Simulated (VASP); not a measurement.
A run of VASP 6.6.1 is set up as follows.

File INCAR:

```
SYSTEM = MgI2
  PREC = Accurate
  ENCUT = 520
  EDIFF = 1E-7
  ISMEAR = 0
  SIGMA = 0.05
  LREAL = .False.
  LASPH = .True.
  NELM = 100
  ALGO = Normal
  ISIF = 2
  LWAVE = .False.
  LCHARG = .False.
  GGA = PE
  IVDW = 12
  NBANDS = 15
```

The input KPOINTS:

```
regular mesh
0
Gamma
  6 6 4
  0 0 0
```

POSCAR

```
MgI2
1.0
    3.9875521165      0.0000000000      0.0000000000
   -1.9937760583      3.4533214318      0.0000000000
    0.0000000000      0.0000000000      6.3130400000
Mg I
1 2
Direct
    0.0000000000      0.0000000000      0.0000000000
    0.3333333333      0.6666666667      0.7576300000
    0.6666666667      0.3333333333      0.2423700000
```

Potentials or basis: VASP PAW PBE potentials, release 64 (Mg, I).

Launch:

```console
$ cat potpaw_PBE.64/Mg/POTCAR potpaw_PBE.64/I/POTCAR > POTCAR
$ mpirun -np 1 vasp_std > vasp.out
```

Estimate the band gap on the k mesh.

3.22 eV, indirect (least direct gap 4.10 eV).

Predict the largest force.

1.131 eV/Å.

Forces in eV/Å, atoms in the order of the input:
```
Mg   0.000  0.000  0.000
I    0.000  0.000 -1.131
I    0.000  0.000  1.131
```

Caveat: the cell differs from its parent crystal (strain -0.040 along x and y, -0.080 along z); spin-orbit coupling is left out, which moves the levels of the heavy elements; forces of over 1 eV/Å act on the atoms, so gaps and moduli don't describe the material at rest. A k mesh can miss the band edges.
